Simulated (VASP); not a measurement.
Input of a VASP 6.6.1 run:

INCAR

```
  PREC = Accurate
  ENCUT = 520
  EDIFF = 1E-6
  ISMEAR = -1
  SIGMA = 0.03
  LREAL = False
  LASPH = True
  NELM = 60
  ALGO = Normal
  ISIF = 2
  LWAVE = False
  LCHARG = False
  GGA = PS
  NBANDS = 33
```

Contents of KPOINTS:

```
Automatic mesh
0
Gamma
  6 6 6
```

File POSCAR:

```
GeSb2Te4
1.0
    2.1163263445      1.2218615847     13.5075552236
   -2.1163263445      1.2218615847     13.5075552236
    0.0000000000     -2.4437231694     13.5075552236
Ge Sb Te
1 2 4
Direct
    0.5705812457      0.5705812457      0.5705812457
    0.4280237654      0.4280237654      0.4280237654
    0.9968241394      0.9968241394      0.9968241394
    0.8691394994      0.8691394994      0.8691394994
    0.1368414399      0.1368414399      0.1368414399
    0.7114474100      0.7114474100      0.7114474100
    0.2871415001      0.2871415001      0.2871415001
```

Potentials or basis: VASP PAW PBE potentials, release 64 (Ge_d, Sb, Te).

Command:

```sh
$ cat potpaw_PBE.64/Ge_d/POTCAR potpaw_PBE.64/Sb/POTCAR potpaw_PBE.64/Te/POTCAR > POTCAR
$ mpirun -np 1 vasp_std > vasp.out
```

Question: Estimate the largest force.

Answer: 0.039 eV/Å.

Question: Estimate the band gap on the k mesh.

Answer: 0.23 eV (least direct gap 0.27 eV).

Forces in eV/Å, atoms in the order of the input:
```
Ge   0.000  0.000  0.014
Sb   0.000  0.000 -0.037
Sb   0.000  0.000  0.019
Te   0.000  0.000 -0.017
Te   0.000  0.000  0.039
Te   0.000  0.000  0.006
Te   0.000  0.000 -0.024
```

Caveat: semilocal functionals underestimate gaps, and a narrow one can read as zero; the PAW data sets were made with another functional, which shifts forces and pressure a little; spin-orbit coupling is left out, which moves the levels of the heavy elements. A k mesh can miss the band edges.
